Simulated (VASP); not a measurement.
The system is Rb2BrCl.

```
Cl Br Rb
1.0
     2.39044    1.38012    7.82054
    -2.39044    1.38012    7.82054
     0.00000   -2.76025    7.82054
Cl Br Rb
1 1 2
Direct
  0.00000 0.00000 0.00000
  0.50000 0.50000 0.50000
  0.25399 0.25399 0.25399
  0.74601 0.74601 0.74601
```

Base run:

- Program: VASP 6.6.1
- Functional: PBE
- Potentials or basis: VASP PAW PBE potentials, release 64 (Cl, Br, Rb_sv)
- Cutoff: 520 eV
- k mesh: 4 × 4 × 4
- Occupations: gaussian, width 0.01 eV
- Spin: no spin polarisation

Its results: band gap on the k mesh 4.44 eV, direct; pressure 0.6 GPa; largest force 0.007 eV/Å.

Problem. The run is repeated on the same cell with these changes: functional from PBE to PBEsol. What comes out?

Solution. Band gap on the k mesh 4.30 eV, direct; pressure -0.4 GPa; largest force 0.013 eV/Å.

PBEsol binds more tightly than PBE, so the same cell stands under less pressure.

Caveats: the PAW data sets were made with another functional, which shifts forces and pressure a little (some runs).

A k mesh can miss the band edges.
